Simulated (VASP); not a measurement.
# NaH (P6_3/mmc) in VASP: notebook

NaH is run at these levels: r2SCAN; tasks: single point.

All numbers are computed with VASP 6.6.1; they aren't measurements. Logs are shortened: lines on timing, memory, paths and dates and some standing lists are left out, and cuts for length are marked.

## Step 1: The cell of the first run

It takes space group P6_3/mmc (No. 194, hexagonal). The conventional cell has a = 3.319 Å, b = 3.319 Å, c = 5.831 Å, α = 90.00°, β = 90.00°, γ = 120.00°. Within 3.4 Å of Na (site symmetry -3m) lie 6 H at 2.41 Å and 8 Na at 2.92 to 3.32 Å. H (site symmetry -6m2) has 6 Na at 2.41 Å and 12 H at 3.32 to 3.49 Å within 3.5 Å.

## Step 2: Single point, r2SCAN

File POSCAR:

```
NaH
1.0
    3.3191587698      0.0000000000      0.0000000000
   -1.6595793849      2.8744758138      0.0000000000
    0.0000000000      0.0000000000      5.8309537900
Na H
2 2
Direct
    0.0000000000      0.0000000000      0.0000000000
    0.0000000000      0.0000000000      0.5000000000
    0.3333333333      0.6666666667      0.2500000000
    0.6666666667      0.3333333333      0.7500000000
```

File INCAR.step1:

```
  PREC = Accurate
  ENCUT = 520
  ISMEAR = 0
  SIGMA = 0.01
  LREAL = F
  LASPH = T
  NELM = 80
  NBANDS = 16
  GGA = PE
  ALGO = Normal
  EDIFF = 1E-4
  LWAVE = T
  LCHARG = F
```

File INCAR.step2:

```
  PREC = Accurate
  ENCUT = 520
  EDIFF = 1E-7
  ISMEAR = 0
  SIGMA = 0.01
  LREAL = F
  LASPH = T
  NELM = 80
  ALGO = Normal
  ISIF = 2
  LWAVE = F
  LCHARG = F
  METAGGA = R2SCAN
  LMIXTAU = T
  NBANDS = 16
  ISTART = 1
```

File KPOINTS:

```
regular mesh
0
Gamma
  9 9 4
```

Potentials or basis: VASP PAW PBE potentials, release 64 (Na_pv, H).

On the command line:

```sh
$ cat potpaw_PBE.64/Na_pv/POTCAR potpaw_PBE.64/H/POTCAR > POTCAR
$ cp INCAR.step1 INCAR
$ mpirun -np 1 vasp_std > vasp.out
$ cp INCAR.step2 INCAR
$ mpirun -np 1 vasp_std > vasp.out
```

OUTCAR:

```text
PREC = Accurate
   ENCUT = 520
   EDIFF = 1E-7
   ISMEAR = 0
   LREAL = F
   LASPH = T
   NELM = 80
   ISIF = 2
   METAGGA = R2SCAN
   ISTART = 1

 ion  position               nearest neighbor table
   1  0.000  0.000  0.000-
   2  0.000  0.000  0.500-
   3  0.333  0.667  0.250-
   4  0.667  0.333  0.750-

  LATTYP: Found a hexagonal cell.
 ALAT       =     3.3191587698
 C/A-ratio  =     1.7567565140

  Lattice vectors:

 A1 = (   3.3191587698,   0.0000000000,   0.0000000000)
 A2 = (  -1.6595793849,   2.8744758138,   0.0000000000)
 A3 = (   0.0000000000,   0.0000000000,   5.8309537900)

Analysis of symmetry for initial positions (statically):
=====================================================================
 Subroutine PRICEL returns:
 Original cell was already a primitive cell.

 Routine SETGRP: Setting up the symmetry group for a
 hexagonal supercell.

 Subroutine GETGRP returns: Found 24 space group operations
 (whereof 12 operations were pure point group operations)
 out of a pool of 24 trial point group operations.

The static configuration has the point symmetry D_3d.
 The point group associated with its full space group is D_6h.

Analysis of symmetry for dynamics (positions and initial velocities):
=====================================================================
 Subroutine PRICEL returns:
 Original cell was already a primitive cell.

 Routine SETGRP: Setting up the symmetry group for a
 hexagonal supercell.

 Subroutine GETGRP returns: Found 24 space group operations
 (whereof 12 operations were pure point group operations)
 out of a pool of 24 trial point group operations.

The dynamic configuration has the point symmetry D_3d.
 The point group associated with its full space group is D_6h.

 Subroutine INISYM returns: Found 24 space group operations
 (whereof 12 operations are pure point group operations),
 and found     1 'primitive' translations

----------------------------------------------------------------------------------------

                                     Primitive cell

  volume of cell :      55.6322

  direct lattice vectors                    reciprocal lattice vectors
     3.319158770  0.000000000  0.000000000     0.301281159  0.173944758  0.000000000
    -1.659579385  2.874475814  0.000000000     0.000000000  0.347889516  0.000000000
     0.000000000  0.000000000  5.830953790     0.000000000  0.000000000  0.171498529

  length of vectors
     3.319158770  3.319158770  5.830953790     0.347889516  0.347889516  0.171498529

  position of ions in fractional coordinates (direct lattice)
     0.000000000  0.000000000  0.000000000
     0.000000000  0.000000000  0.500000000
     0.333333333  0.666666667  0.250000000
     0.666666667  0.333333333  0.750000000

  ion indices of the primitive-cell ions
   primitive index   ion index
                 1           1
                 2           2
                 3           3
                 4           4

----------------------------------------------------------------------------------------

 KPOINTS: regular mesh

Automatic generation of k-mesh.
 Grid dimensions read from file:
 generate k-points for:    9    9    4

 Generating k-lattice:

  Cartesian coordinates                     Fractional coordinates (reciprocal lattice)
     0.033475684  0.019327195  0.000000000     0.111111111  0.000000000  0.000000000
     0.000000000  0.038654391  0.000000000     0.000000000  0.111111111  0.000000000
     0.000000000  0.000000000  0.042874632     0.000000000  0.000000000  0.250000000

  Length of vectors
     0.038654391  0.038654391  0.042874632

  Shift w.r.t. Gamma in fractional coordinates (k-lattice)
     0.000000000  0.000000000  0.000000000

 Subroutine IBZKPT returns following result:
 ===========================================

 Found     36 irreducible k-points:

 Following reciprocal coordinates:
            Coordinates               Weight
  0.000000  0.000000  0.000000      1.000000
  0.111111  0.000000  0.000000      6.000000
  0.222222  0.000000  0.000000      6.000000
  0.333333  0.000000  0.000000      6.000000
  0.444444  0.000000  0.000000      6.000000
  0.111111  0.111111  0.000000      6.000000
[... 16 lines left out ...]
  0.333333  0.222222  0.250000     24.000000
  0.333333  0.333333  0.250000      4.000000
 [... further k-points ...]
   k-points           NKPTS =     36   k-points in BZ     NKDIM =     36   number of bands    NBANDS=     16
   number of dos      NEDOS =    301   number of ions     NIONS =      4
   total plane-waves  NPLWV =  37632
   dimension x,y,z NGX =    28 NGY =   28 NGZ =   48
   dimension x,y,z NGXF=    56 NGYF=   56 NGZF=   96
   ions per type =               2   2
   NGX,Y,Z   is equivalent  to a cutoff of  14.02, 14.02, 13.69 a.u.
   NGXF,Y,Z  is equivalent  to a cutoff of  28.05, 28.05, 27.37 a.u.
 SYSTEM =  unknown system
   PREC   = accura    normal or accurate (medium, high low for compatibility)
   ISTART =      1    job   : 0-new  1-cont  2-samecut
   ICHARG =      0    charge: 1-file 2-atom 10-const
   ISPIN  =      1    spin polarized calculation?
   LNONCOLLINEAR =      F non collinear calculations
   LSORBIT =      F    spin-orbit coupling
   LASPH  =      T    aspherical Exc in radial PAW
   ENCUT  =  520.0 eV  38.22 Ry    6.18 a.u.   6.17  6.17 10.84*2*pi/ulx,y,z
   NELM   =     80;   NELMIN=  2; NELMDL=  0     # of ELM steps
   EDIFF  = 0.1E-06   stopping-criterion for ELM
   LREAL  =      F    real-space projection
   EDIFFG = 0.1E-05   stopping-criterion for IOM
   NSW    =      0    number of steps for IOM
   IBRION =     -1    ionic relax: 0-MD 1-quasi-New 2-CG
   NFREE  =      0    steps in history (QN), initial steepest desc. (CG)
   ISIF   =      2    stress and relaxation
   ISYM   =      2    0-nonsym 1-usesym 2-fastsym
   POTIM  = 0.5000    time-step for ionic-motion
   TEBEG  =    0.0;   TEEND  =   0.0 temperature during run
   PSTRESS=    0.0 pullay stress
   NELECT =      16.0000    total number of electrons
   NUPDOWN=      -1.0000    fix difference up-down
   EMIN   =  10.00;   EMAX   =-10.00  energy-range for DOS
   EFERMI =   0.00;   METHOD = LEGACY
   ISMEAR =     0;   SIGMA  =   0.01  broadening in eV -4-tet -1-fermi 0-gaus
   EFERMI_NEDOS =   21; number of points for ismear=-14 and -15
   IALGO  =     38    algorithm
   IMIX   =      4    mixing-type and parameters
     AMIX     =   0.40;   BMIX     =  1.00
     AMIX_MAG =   1.60;   BMIX_MAG =  1.00
  volume/ion in A,a.u.               =      13.91        93.86
  Fermi-wavevector in a.u.,A,eV,Ry     =   1.080619  2.042074 15.888042  1.167738
  Thomas-Fermi vector in A             =   2.216615
   LORBIT       =      0    0 simple, 1 ext, 2 COOP (PROOUT), +10 PAW based schemes
   METAGGA = R2SCAN    functional components
   LHFCALC =     F    Hartree Fock is set to
   AEXX    =    0.0000 exact exchange contribution
   IVDW    =     0    specifies the selected vdW correction
   LEPSILON=     F    determine dielectric tensor
   LRPA    =     F    only Hartree local field effects (RPA)
 non-spin polarized calculation
 Gauss-broadening in eV      SIGMA  =   0.01
  energy-cutoff  :      520.00
  volume of cell :       55.63
 maximum number of plane-waves:      1521
 NGX is ok and might be reduce to    28
   NGX = 13   NGY = 13   NGZ = 21

 number of electron      16.0000008 magnetization

 Free energy of the ion-electron system (eV)
  ---------------------------------------------------
  ext. energy  EPLUGINS =         0.00000000
  ---------------------------------------------------
  free energy    TOTEN  =       -15.02504457 eV

  energy without entropy =      -15.02504457  energy(sigma->0) =      -15.02504457

 E-fermi :  -1.3461     XC(G=0):  -8.1889

 val. band max:       -1.4120361307   @ k =   0.3333   0.2222   0.0000
 cond. band min:       2.6263824011   @ k =   0.0000   0.0000   0.0000
 fundamental gap:      4.0384185318
 Fermi energy:        -1.3461167273

 k-point     1 :       0.0000    0.0000    0.0000
  band No.  band energies     occupation
      1     -24.5847      2.00000
      2     -24.4345      2.00000
      3     -24.4342      2.00000
      4     -24.4161      2.00000
      5     -24.4158      2.00000
      6     -24.3981      2.00000
[... 8 lines left out ...]
     15      14.5218      0.00000
     16      15.8890      0.00000

 k-point     2 :       0.1111    0.0000    0.0000
  band No.  band energies     occupation
      1     -24.5821      2.00000
      2     -24.4450      2.00000
      3     -24.4367      2.00000
      4     -24.4251      2.00000
      5     -24.4182      2.00000
      6     -24.3971      2.00000
[... 8 lines left out ...]
     15      14.3771      0.00000
     16      15.2540      0.00000

 k-point     3 :       0.2222    0.0000    0.0000
  band No.  band energies     occupation
      1     -24.5756      2.00000
      2     -24.4720      2.00000
      3     -24.4483      2.00000
      4     -24.4427      2.00000
      5     -24.4235      2.00000
      6     -24.3945      2.00000
[... 8 lines left out ...]
     15      13.2569      0.00000
     16      14.2358      0.00000

 k-point     4 :       0.3333    0.0000    0.0000
  band No.  band energies     occupation
      1     -24.5682      2.00000
      2     -24.5024      2.00000
      3     -24.4746      2.00000
      4     -24.4495      2.00000
      5     -24.4296      2.00000
      6     -24.3916      2.00000
[... 8 lines left out ...]
     15      12.2559      0.00000
     16      13.3519      0.00000
[... 324 lines left out ...]
 k-point    22 :       0.2222    0.2222    0.2500
  band No.  band energies     occupation
      1     -24.5397      2.00000
      2     -24.4997      2.00000
      3     -24.4798      2.00000
      4     -24.4613      2.00000
      5     -24.4458      2.00000
      6     -24.4161      2.00000
[... 8 lines left out ...]
     15      12.4577      0.00000
     16      15.1452      0.00000

 k-point    23 :       0.3333    0.2222    0.2500
  band No.  band energies     occupation
      1     -24.5363      2.00000
      2     -24.5062      2.00000
      3     -24.4859      2.00000
      4     -24.4728      2.00000
      5     -24.4562      2.00000
      6     -24.4143      2.00000
[... 8 lines left out ...]
     15      13.4817      0.00000
     16      14.3932      0.00000

 k-point    24 :       0.3333    0.3333    0.2500
  band No.  band energies     occupation
      1     -24.5350      2.00000
      2     -24.4928      2.00000
      3     -24.4926      2.00000
      4     -24.4740      2.00000
      5     -24.4738      2.00000
      6     -24.4137      2.00000
[... 8 lines left out ...]
     15      13.7098      0.00000
     16      14.5715      0.00000

 [... further k-points ...]

------------------------ aborting loop because EDIFF is reached ----------------------------------------

  FORCE on cell =-STRESS in cart. coord.  units (eV):
  Direction    XX          YY          ZZ          XY          YZ          ZX
  --------------------------------------------------------------------------------------
  -------------------------------------------------------------------------------------
  Total       -0.1010336     -0.1010336     -0.0414210      0.0000000      0.0000000     -0.0000000
  in kB       -2.9097140     -2.9097140     -1.1929013      0.0000000      0.0000000     -0.0000000
  external PRESSURE =      -2.3374431 kB  Pullay stress =       0.0000000 kB

 VOLUME and BASIS-vectors are now :
 -----------------------------------------------------------------------------
  energy-cutoff  :      520.00
  volume of cell :       55.63
      direct lattice vectors                 reciprocal lattice vectors
     3.319158770  0.000000000  0.000000000     0.301281159  0.173944758  0.000000000
    -1.659579385  2.874475814  0.000000000     0.000000000  0.347889516  0.000000000
     0.000000000  0.000000000  5.830953790     0.000000000  0.000000000  0.171498529

 POSITION                                       TOTAL-FORCE (eV/Angst)
 -----------------------------------------------------------------------------------
      0.00000      0.00000      0.00000         0.000000      0.000000      0.000000
      0.00000      0.00000      2.91548         0.000000      0.000000      0.000000
     -0.00000      1.91632      1.45774        -0.000000      0.000000      0.000000
      1.65958      0.95816      4.37322         0.000000     -0.000000     -0.000000
 -----------------------------------------------------------------------------------
    total drift:                               -0.000000     -0.000000      0.000000

  FREE ENERGIE OF THE ION-ELECTRON SYSTEM (eV)
  ---------------------------------------------------
  free  energy   TOTEN  =       -15.0250445668 eV

  energy  without entropy=      -15.0250445668  energy(sigma->0) =      -15.02504457
```

Run time: 5.4 min. Hardware: 1 thread of Intel Xeon 8259CL, shared host; peak memory 0.2 GiB.

Results:

```yaml
Free_energy: -15.0250 eV
Pressure: -0.2 GPa
Band_gap_on_the_k_mesh: 4.04 eV (least direct gap 5.18 eV)
```

Stress tensor (GPa, compression positive):
```
-0.29  0.00  0.00
 0.00 -0.29  0.00
 0.00  0.00 -0.12
```

Caveat: the PAW data sets were made with another functional, which shifts forces and pressure a little. A k mesh can miss the band edges.

(Part 1 of 2 ends here.)
